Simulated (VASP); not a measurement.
# In3Se (P4/mmm) in VASP: further runs

In3Se is run at these levels: PBE; tasks: single point.

Program: VASP 6.6.1. These are calculated values, not measurements. Logs are shortened: lines on timing, memory, paths and dates and some standing lists are left out, and cuts for length are marked.

### 1 The cell of the first run

Symmetry: P4/mmm, No. 123, tetragonal system. Conventional cell: a = 4.647 Å, b = 4.647 Å, c = 4.719 Å, α = 90.00°, β = 90.00°, γ = 90.00°. Within 4.3 Å of In (site symmetry mmm) lie 8 In at 3.29 to 3.31 Å and 4 Se at 3.31 Å. Within 4.3 Å of In (site symmetry 4/mmm) lie 4 Se at 3.29 Å and 8 In at 3.31 Å. Se (site symmetry 4/mmm) has 12 In at 3.29 to 3.31 Å within 4.3 Å.

### 2 Single point, PBE (strain -0.030 along x and y, -0.015 along z)

The input, INCAR:

```
PREC = Accurate ; ENCUT = 520
EDIFF = 1E-7 ; ISMEAR = 0
SIGMA = 0.15 ; LREAL = False
LASPH = True ; NELM = 80
ALGO = Normal ; ISIF = 2
LWAVE = False ; LCHARG = True
GGA = PE ; LELF = True
LVHAR = True ; NBANDS = 30
```

The input, KPOINTS:

```
Automatic mesh
0
Gamma
  10 10 10
```

The input, POSCAR:

```
In3Se
1.0
    4.6467292756      0.0000000000      0.0000000000
    0.0000000000      4.6467292756      0.0000000000
    0.0000000000      0.0000000000      4.7185859139
In Se
3 1
Direct
    0.0000000000      0.5000000000      0.5000000000
    0.5000000000      0.0000000000      0.5000000000
    0.5000000000      0.5000000000      0.0000000000
    0.0000000000      0.0000000000      0.0000000000
```

Potentials or basis: VASP PAW PBE potentials, release 64 (In_d, Se).

Launch:

```console
$ cat potpaw_PBE.64/In_d/POTCAR potpaw_PBE.64/Se/POTCAR > POTCAR
$ mpirun -np 1 vasp_std > vasp.out
```

OUTCAR:

```text
PREC = Accurate
   ENCUT = 520
   EDIFF = 1E-7
   ISMEAR = 0
   LREAL = False
   LASPH = True
   NELM = 80
   ISIF = 2
   GGA = PE

 ion  position               nearest neighbor table
   1  0.000  0.500  0.500-   2 3.29   2 3.29   2 3.29   2 3.29   4 3.31   3 3.31   4 3.31   4 3.31
                             4 3.31   3 3.31   3 3.31   3 3.31
   2  0.500  0.000  0.500-   1 3.29   1 3.29   1 3.29   1 3.29   4 3.31   3 3.31   3 3.31   3 3.31
                             4 3.31   4 3.31   4 3.31   3 3.31
   3  0.500  0.500  0.000-   4 3.29   4 3.29   4 3.29   4 3.29   2 3.31   2 3.31   2 3.31   2 3.31
                             1 3.31   1 3.31   1 3.31   1 3.31
   4  0.000  0.000  0.000-   3 3.29   3 3.29   3 3.29   3 3.29   2 3.31   1 3.31   2 3.31   1 3.31
                             2 3.31   1 3.31   2 3.31   1 3.31

  LATTYP: Found a simple tetragonal cell.
 ALAT       =     4.6467292756
 C/A-ratio  =     1.0154639175

  Lattice vectors:

 A1 = (   4.6467292756,   0.0000000000,   0.0000000000)
 A2 = (   0.0000000000,   4.6467292756,   0.0000000000)
 A3 = (   0.0000000000,   0.0000000000,   4.7185859139)

Analysis of symmetry for initial positions (statically):
=====================================================================
 Subroutine PRICEL returns:
 Original cell was already a primitive cell.

 Routine SETGRP: Setting up the symmetry group for a
 simple tetragonal supercell.

 Subroutine GETGRP returns: Found 16 space group operations
 (whereof 16 operations were pure point group operations)
 out of a pool of 16 trial point group operations.

The static configuration has the point symmetry D_4h.

Analysis of symmetry for dynamics (positions and initial velocities):
=====================================================================
 Subroutine PRICEL returns:
 Original cell was already a primitive cell.

 Routine SETGRP: Setting up the symmetry group for a
 simple tetragonal supercell.

 Subroutine GETGRP returns: Found 16 space group operations
 (whereof 16 operations were pure point group operations)
 out of a pool of 16 trial point group operations.

The dynamic configuration has the point symmetry D_4h.

 Subroutine INISYM returns: Found 16 space group operations
 (whereof 16 operations are pure point group operations),
 and found     1 'primitive' translations

----------------------------------------------------------------------------------------

                                     Primitive cell

  volume of cell :     101.8841

  direct lattice vectors                    reciprocal lattice vectors
     4.646729276  0.000000000  0.000000000     0.215205135  0.000000000  0.000000000
     0.000000000  4.646729276  0.000000000     0.000000000  0.215205135  0.000000000
     0.000000000  0.000000000  4.718585914     0.000000000  0.000000000  0.211927899

  length of vectors
     4.646729276  4.646729276  4.718585914     0.215205135  0.215205135  0.211927899

  position of ions in fractional coordinates (direct lattice)
     0.000000000  0.500000000  0.500000000
     0.500000000  0.000000000  0.500000000
     0.500000000  0.500000000  0.000000000
     0.000000000  0.000000000  0.000000000

  ion indices of the primitive-cell ions
   primitive index   ion index
                 1           1
                 2           2
                 3           3
                 4           4

----------------------------------------------------------------------------------------

 KPOINTS: Automatic mesh

Automatic generation of k-mesh.
 Grid dimensions read from file:
 generate k-points for:   10   10   10

 Generating k-lattice:

  Cartesian coordinates                     Fractional coordinates (reciprocal lattice)
     0.021520513  0.000000000  0.000000000     0.100000000  0.000000000  0.000000000
     0.000000000  0.021520513  0.000000000     0.000000000  0.100000000  0.000000000
     0.000000000  0.000000000  0.021192790     0.000000000  0.000000000  0.100000000

  Length of vectors
     0.021520513  0.021520513  0.021192790

  Shift w.r.t. Gamma in fractional coordinates (k-lattice)
     0.000000000  0.000000000  0.000000000

 Subroutine IBZKPT returns following result:
 ===========================================

 Found    126 irreducible k-points:

 Following reciprocal coordinates:
            Coordinates               Weight
  0.000000  0.000000  0.000000      1.000000
  0.100000  0.000000  0.000000      4.000000
  0.200000  0.000000  0.000000      4.000000
  0.300000  0.000000  0.000000      4.000000
  0.400000  0.000000  0.000000      4.000000
  0.500000  0.000000  0.000000      2.000000
[... 16 lines left out ...]
  0.100000  0.000000  0.100000      8.000000
  0.200000  0.000000  0.100000      8.000000
 [... further k-points ...]
   k-points           NKPTS =    126   k-points in BZ     NKDIM =    126   number of bands    NBANDS=     30
   number of dos      NEDOS =    301   number of ions     NIONS =      4
   total plane-waves  NPLWV =  46656
   dimension x,y,z NGX =    36 NGY =   36 NGZ =   36
   dimension x,y,z NGXF=    72 NGYF=   72 NGZF=   72
   ions per type =               3   1
   NGX,Y,Z   is equivalent  to a cutoff of  12.88, 12.88, 12.68 a.u.
   NGXF,Y,Z  is equivalent  to a cutoff of  25.76, 25.76, 25.37 a.u.
 SYSTEM =  unknown system
   PREC   = accura    normal or accurate (medium, high low for compatibility)
   ISTART =      0    job   : 0-new  1-cont  2-samecut
   ICHARG =      2    charge: 1-file 2-atom 10-const
   ISPIN  =      1    spin polarized calculation?
   LNONCOLLINEAR =      F non collinear calculations
   LSORBIT =      F    spin-orbit coupling
   LASPH  =      T    aspherical Exc in radial PAW
   ENCUT  =  520.0 eV  38.22 Ry    6.18 a.u.   8.64  8.64  8.77*2*pi/ulx,y,z
   NELM   =     80;   NELMIN=  2; NELMDL= -5     # of ELM steps
   EDIFF  = 0.1E-06   stopping-criterion for ELM
   LREAL  =      F    real-space projection
   EDIFFG = 0.1E-05   stopping-criterion for IOM
   NSW    =      0    number of steps for IOM
   IBRION =     -1    ionic relax: 0-MD 1-quasi-New 2-CG
   NFREE  =      0    steps in history (QN), initial steepest desc. (CG)
   ISIF   =      2    stress and relaxation
   ISYM   =      2    0-nonsym 1-usesym 2-fastsym
   POTIM  = 0.5000    time-step for ionic-motion
   TEBEG  =    0.0;   TEEND  =   0.0 temperature during run
   PSTRESS=    0.0 pullay stress
   NELECT =      45.0000    total number of electrons
   NUPDOWN=      -1.0000    fix difference up-down
   EMIN   =  10.00;   EMAX   =-10.00  energy-range for DOS
   EFERMI =   0.00;   METHOD = LEGACY
   ISMEAR =     0;   SIGMA  =   0.15  broadening in eV -4-tet -1-fermi 0-gaus
   EFERMI_NEDOS =   21; number of points for ismear=-14 and -15
   IALGO  =     38    algorithm
   IMIX   =      4    mixing-type and parameters
     AMIX     =   0.40;   BMIX     =  1.00
     AMIX_MAG =   1.60;   BMIX_MAG =  1.00
  volume/ion in A,a.u.               =      25.47       171.89
  Fermi-wavevector in a.u.,A,eV,Ry     =   1.246743  2.356002 21.148448  1.554367
  Thomas-Fermi vector in A             =   2.380906
   LORBIT       =      0    0 simple, 1 ext, 2 COOP (PROOUT), +10 PAW based schemes
   GGA     = PE    functional components
   LHFCALC =     F    Hartree Fock is set to
   AEXX    =    0.0000 exact exchange contribution
   IVDW    =     0    specifies the selected vdW correction
   LEPSILON=     F    determine dielectric tensor
   LRPA    =     F    only Hartree local field effects (RPA)
 non-spin polarized calculation
 Gauss-broadening in eV      SIGMA  =   0.15
  energy-cutoff  :      520.00
  volume of cell :      101.88
 maximum number of plane-waves:      2770
 NGX is ok and might be reduce to    36
   NGX = 17   NGY = 17   NGZ = 17

 number of electron      44.9999981 magnetization

 Free energy of the ion-electron system (eV)
  ---------------------------------------------------
  ext. energy  EPLUGINS =         0.00000000
  ---------------------------------------------------
  free energy    TOTEN  =       -11.61915862 eV

  energy without entropy =      -11.60034541  energy(sigma->0) =      -11.60975202

 E-fermi :   6.8319     XC(G=0): -10.1346

 val. band max:        6.8270968099   @ k =   0.4000   0.1000   0.5000
 cond. band min:       6.8369929719   @ k =   0.0000   0.0000   0.4000
 fundamental gap:      0.0098961620
 Fermi energy:         6.8319489019

 k-point     1 :       0.0000    0.0000    0.0000
  band No.  band energies     occupation
      1      -8.0437      2.00000
      2      -8.0276      2.00000
      3      -8.0123      2.00000
      4      -8.0123      2.00000
      5      -7.8808      2.00000
      6      -7.8663      2.00000
[... 22 lines left out ...]
     29      12.3577      0.00000
     30      13.8270      0.00000

 k-point     2 :       0.1000    0.0000    0.0000
  band No.  band energies     occupation
      1      -8.0321      2.00000
      2      -8.0162      2.00000
      3      -8.0101      2.00000
      4      -8.0016      2.00000
      5      -7.8751      2.00000
      6      -7.8628      2.00000
[... 22 lines left out ...]
     29      12.6463      0.00000
     30      13.8711      0.00000

 k-point     3 :       0.2000    0.0000    0.0000
  band No.  band energies     occupation
      1      -8.0041      2.00000
      2      -7.9993      2.00000
      3      -7.9829      2.00000
      4      -7.9703      2.00000
      5      -7.8658      2.00000
      6      -7.8464      2.00000
[... 22 lines left out ...]
     29      13.2825      0.00000
     30      14.0010      0.00000

 k-point     4 :       0.3000    0.0000    0.0000
  band No.  band energies     occupation
      1      -7.9962      2.00000
      2      -7.9513      2.00000
      3      -7.9303      2.00000
      4      -7.9210      2.00000
      5      -7.8584      2.00000
      6      -7.8162      2.00000
[... 616 lines left out ...]
     29      12.6448      0.00000
     30      14.0273      0.00000

 k-point    23 :       0.1000    0.0000    0.1000
  band No.  band energies     occupation
      1      -8.0225      2.00000
      2      -8.0152      2.00000
      3      -7.9985      2.00000
      4      -7.9910      2.00000
      5      -7.8735      2.00000
      6      -7.8554      2.00000
[... 22 lines left out ...]
     29      12.8595      0.00000
     30      14.0844      0.00000

 k-point    24 :       0.2000    0.0000    0.1000
  band No.  band energies     occupation
      1      -7.9966      2.00000
      2      -7.9936      2.00000
      3      -7.9779      2.00000
      4      -7.9601      2.00000
      5      -7.8623      2.00000
      6      -7.8401      2.00000
[... 22 lines left out ...]
     29      13.4186      0.00000
     30      13.9194      0.00000

 [... further k-points ...]
[... 5 lines left out ...]
  --------------------------------------------------------------------------------------
  -------------------------------------------------------------------------------------
  Total        1.9298777      1.9298777      1.9243256      0.0000000      0.0000000      0.0000000
  in kB       30.3482578     30.3482578     30.2609477      0.0000000      0.0000000      0.0000000
  external PRESSURE =      30.3191544 kB  Pullay stress =       0.0000000 kB

 VOLUME and BASIS-vectors are now :
 -----------------------------------------------------------------------------
  energy-cutoff  :      520.00
  volume of cell :      101.88
      direct lattice vectors                 reciprocal lattice vectors
     4.646729276  0.000000000  0.000000000     0.215205135  0.000000000  0.000000000
     0.000000000  4.646729276  0.000000000     0.000000000  0.215205135  0.000000000
     0.000000000  0.000000000  4.718585914     0.000000000  0.000000000  0.211927899

 POSITION                                       TOTAL-FORCE (eV/Angst)
 -----------------------------------------------------------------------------------
      0.00000      2.32336      2.35929         0.000000      0.000000      0.000000
      2.32336      0.00000      2.35929         0.000000      0.000000      0.000000
      2.32336      2.32336      0.00000         0.000000      0.000000      0.000000
      0.00000      0.00000      0.00000         0.000000      0.000000      0.000000
 -----------------------------------------------------------------------------------
    total drift:                                0.000000      0.000000      0.000000

  FREE ENERGIE OF THE ION-ELECTRON SYSTEM (eV)
  ---------------------------------------------------
  free  energy   TOTEN  =       -11.6191586175 eV

  energy  without entropy=      -11.6003454129  energy(sigma->0) =      -11.60975202
```

Wall time 2.4 min (1 thread of Intel Xeon 6975P-C (Granite Rapids), shared host); peak memory 0.43 GiB.

What came out:

* Free energy: -11.6192 eV
* Pressure: 3.0 GPa

Levels at points of the mesh, in eV from the Fermi level:
```csv
k point,band 20,band 21,band 22,band 23,band 24,band 25
"(0.00, 0.00, 0.00)",-3.56,-2.14,-1.96,1.18,1.22,1.22
"(0.50, 0.00, 0.00)",-2.64,-1.44,-1.07,-0.27,-0.11,1.29
"(0.50, 0.50, 0.00)",-2.15,-1.02,-0.65,-0.65,1.47,1.72
"(0.00, 0.00, 0.50)",-2.68,-1.30,-1.07,-0.18,-0.18,1.38
"(0.50, 0.00, 0.50)",-2.11,-0.89,-0.55,-0.50,1.69,1.82
"(0.50, 0.50, 0.50)",-4.37,-4.37,-4.37,-3.49,3.17,3.36
```

Caveat: the cell differs from its parent crystal (strain -0.030 along x and y, -0.015 along z); spin-orbit coupling is left out, which moves the levels of the heavy elements.

### 3 Single point, PBE (strain -0.030 along x and y, +0.000 along z)

The input, INCAR:

```
SYSTEM = In3Se
PREC     = Accurate       ! precision mode
ENCUT    = 520            ! plane-wave cutoff, eV
EDIFF    = 1E-6           ! SCF threshold, eV
ISMEAR   = 0              ! smearing method
SIGMA    = 0.15           ! smearing width, eV
LREAL    = .FALSE.        ! projectors in reciprocal space
LASPH    = .TRUE.         ! aspherical terms in the spheres
NELM     = 60             ! most SCF steps
ALGO     = Normal         ! electronic algorithm
ISIF     = 2              ! what is computed and relaxed
LWAVE    = .FALSE.        ! write WAVECAR
LCHARG   = .FALSE.        ! write CHGCAR
GGA      = PE             ! functional
NBANDS   = 30             ! bands
```

The input, KPOINTS:

```
Automatic mesh
0
G
  10 10 10
  0 0 0
```

POSCAR: that of step 2 with these lines changed.

```diff
@@ -4,3 +4,3 @@
     0.0000000000      4.6467292756      0.0000000000
-    0.0000000000      0.0000000000      4.7185859139
+    0.0000000000      0.0000000000      4.7904425522
 In Se
```

Potentials or basis: VASP PAW PBE potentials, release 64 (In_d, Se).

Launch:

```console
$ cat potpaw_PBE.64/In_d/POTCAR potpaw_PBE.64/Se/POTCAR > POTCAR
$ mpirun -np 1 vasp_std > vasp.out
```

Run time: 2.1 min. Hardware: 1 thread of Intel Xeon 6975P-C (Granite Rapids), shared host; peak memory 0.43 GiB.

The run converged. Its results:

```yaml
Free_energy: -11.6453 eV
Pressure: 2.3 GPa
```

Stress tensor (GPa, compression positive):
```
2.35 0.00 0.00
0.00 2.35 0.00
0.00 0.00 2.25
```

Levels at points of the mesh, in eV from the Fermi level:
| k point | band 19 | band 20 | band 21 | band 22 | band 23 | band 24 | band 25 | band 26 |
| --- | --- | --- | --- | --- | --- | --- | --- | --- |
| (0.00, 0.00, 0.00) | -3.45 | -3.45 | -2.25 | -1.90 | 1.14 | 1.21 | 1.21 | 4.34 |
| (0.50, 0.00, 0.00) | -2.71 | -2.55 | -1.59 | -1.00 | -0.32 | -0.01 | 1.29 | 3.90 |
| (0.50, 0.50, 0.00) | -5.82 | -2.14 | -1.07 | -0.76 | -0.76 | 1.29 | 1.66 | 1.66 |
| (0.00, 0.00, 0.50) | -2.64 | -2.64 | -1.29 | -1.04 | -0.15 | -0.15 | 1.47 | 3.87 |
| (0.50, 0.00, 0.50) | -5.94 | -2.06 | -0.83 | -0.56 | -0.46 | 1.73 | 1.86 | 1.87 |
| (0.50, 0.50, 0.50) | -4.46 | -4.36 | -4.36 | -4.35 | -3.43 | 2.99 | 3.37 | 3.37 |

Caveat: the cell differs from its parent crystal (strain -0.030 along x and y, +0.000 along z); spin-orbit coupling is left out, which moves the levels of the heavy elements.

### 4 Single point, PBE (strain -0.030 along x and y, +0.015 along z)

The input, INCAR:

```
PREC = Accurate ; ENCUT = 520
EDIFF = 1E-6 ; ISMEAR = 0
SIGMA = 0.15 ; LREAL = F
LASPH = T ; NELM = 60
ALGO = Normal ; ISIF = 2
LWAVE = F ; LCHARG = F
GGA = PE ; NBANDS = 30
```

The input, KPOINTS:

```
regular mesh
0
Gamma
  10 10 10
```

POSCAR: that of step 3 with these lines changed.

```diff
@@ -4,3 +4,3 @@
     0.0000000000      4.6467292756      0.0000000000
-    0.0000000000      0.0000000000      4.7904425522
+    0.0000000000      0.0000000000      4.8622991905
 In Se
```

Launch:

```console
$ cat potpaw_PBE.64/In_d/POTCAR potpaw_PBE.64/Se/POTCAR > POTCAR
$ mpirun -np 1 vasp_std > vasp.out
```

Run time: 2.1 min. Hardware: 1 thread of Intel Xeon 6975P-C (Granite Rapids), shared host; peak memory 0.43 GiB.

The run converged. Its results:

| Item | Value |
| --- | --- |
| Free energy | -11.6639 eV |
| Pressure | 1.7 GPa |

Stress tensor (GPa, compression positive):
```
1.76 0.00 0.00
0.00 1.76 0.00
0.00 0.00 1.47
```

Levels at points of the mesh, in eV from the Fermi level:
| k point | band 18 | band 19 | band 20 | band 21 | band 22 | band 23 | band 24 | band 25 | band 26 | band 27 |
| --- | --- | --- | --- | --- | --- | --- | --- | --- | --- | --- |
| (0.00, 0.00, 0.00) | -3.64 | -3.36 | -3.36 | -2.35 | -1.84 | 1.12 | 1.21 | 1.21 | 4.30 | 4.43 |
| (0.50, 0.00, 0.00) | -5.03 | -2.69 | -2.46 | -1.73 | -0.92 | -0.37 | 0.09 | 1.29 | 3.82 | 3.86 |
| (0.50, 0.50, 0.00) | -5.99 | -5.73 | -2.12 | -1.13 | -0.86 | -0.86 | 1.12 | 1.61 | 1.61 | 1.77 |
| (0.00, 0.00, 0.50) | -4.92 | -2.59 | -2.59 | -1.29 | -1.01 | -0.12 | -0.12 | 1.55 | 3.72 | 4.19 |
| (0.50, 0.00, 0.50) | -6.13 | -5.91 | -2.01 | -0.76 | -0.57 | -0.42 | 1.76 | 1.90 | 1.91 | 2.06 |
| (0.50, 0.50, 0.50) | -4.43 | -4.37 | -4.35 | -4.35 | -4.33 | -3.37 | 2.81 | 3.38 | 3.38 | 7.89 |

Caveat: the cell differs from its parent crystal (strain -0.030 along x and y, +0.015 along z); spin-orbit coupling is left out, which moves the levels of the heavy elements.

### 5 Overview

```csv
cell,gap on the mesh (eV),pressure (GPa)
"a = 4.647, b = 4.647, c = 4.719 Å, 4 atoms",none,3.0
"a = 4.647, b = 4.647, c = 4.790 Å, 4 atoms",none,2.3
"a = 4.647, b = 4.647, c = 4.862 Å, 4 atoms",none,1.7
```

Alike in all rows: task single point; level PBE; potentials or basis VASP PAW PBE potentials, release 64 (In_d, Se); no spin polarisation; k mesh 10 × 10 × 10; cutoff (eV) 520; smearing gaussian 0.15 eV.

Caveats: spin-orbit coupling is left out, which moves the levels of the heavy elements.

Total energies depend on the potentials used, so only differences within one code and one set of settings carry meaning.
